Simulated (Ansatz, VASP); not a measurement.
**SnO in VASP and in Ansatz**

```
CELL_PARAMETERS angstrom
3.68794 0.00000 0.00000
0.00000 3.68794 0.00000
0.00000 0.00000 4.83600
ATOMIC_POSITIONS crystal
Sn 0.00000 0.50000 0.23850
Sn 0.50000 0.00000 0.76150
O 0.00000 0.00000 0.00000
O 0.50000 0.50000 0.00000
```

Change from the starting cell: equal xx and yy strain of -3 %.

Alike in both runs: task single point; functional PBEsol; k mesh 8 × 8 × 6; occupations fermi-dirac, width 0.01 eV; no spin polarisation.

|  | VASP | Ansatz |
| --- | --- | --- |
| version | VASP 6.6.1 | Ansatz 0.2.0 |
| potentials or method | VASP PAW PBE potentials, release 64 (Sn_d, O), cutoff 520 eV | all-electron LAPW, scalar-relativistic |

```csv
,VASP,Ansatz,Ansatz less VASP
pressure (GPa),7.6,7.2,-0.36
"traceless stress, the component that is largest in VASP (GPa)",-3.01,-3.03,-0.020
rms of the force components (eV/Å),0.384,0.341,-0.0429
```

VASP's potentials were made for PBE, not for PBEsol. Atom by atom the forces differ by 0.043 eV/Å (rms over components). Ansatz ran all-electron here, and VASP with PAW potentials.
